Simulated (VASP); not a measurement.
Runs of VASP 6.6.1 on NaCl. Symmetry: P6_3/mmc, No. 194, hexagonal system. The conventional cell has a = 4.721 Å, b = 4.721 Å, c = 5.569 Å, α = 90.00°, β = 90.00°, γ = 120.00°. Within 3.6 Å of Na (site symmetry -6m2) lie 5 Cl at 2.73 to 2.78 Å. Within 3.6 Å of Cl (site symmetry -6m2) lie 5 Na at 2.73 to 2.78 Å. 

```csv
level,potentials or basis,gap on the mesh (eV),pressure (GPa)
PBE,"VASP PAW PBE potentials, release 64 (Na_pv, Cl)",(b),0.8
LDA,"VASP PAW LDA potentials, release 64 (Na_pv, Cl)",4.44,-1.6
PBEsol,"VASP PAW PBE potentials, release 64 (Na_pv, Cl)",(a),0.0
r2SCAN,"VASP PAW PBE potentials, release 64 (Na_pv, Cl)",5.47,-0.2
```

Alike in all rows: task single point; no spin polarisation; cell as given; k mesh 6 × 6 × 4; cutoff (eV) 520; smearing gaussian 0.01 eV.

Question: Estimate the missing entries.

Answer: (a) 4.73; (b) 4.84.

Caveats: the PAW data sets were made with another functional, which shifts forces and pressure a little (at least some runs).

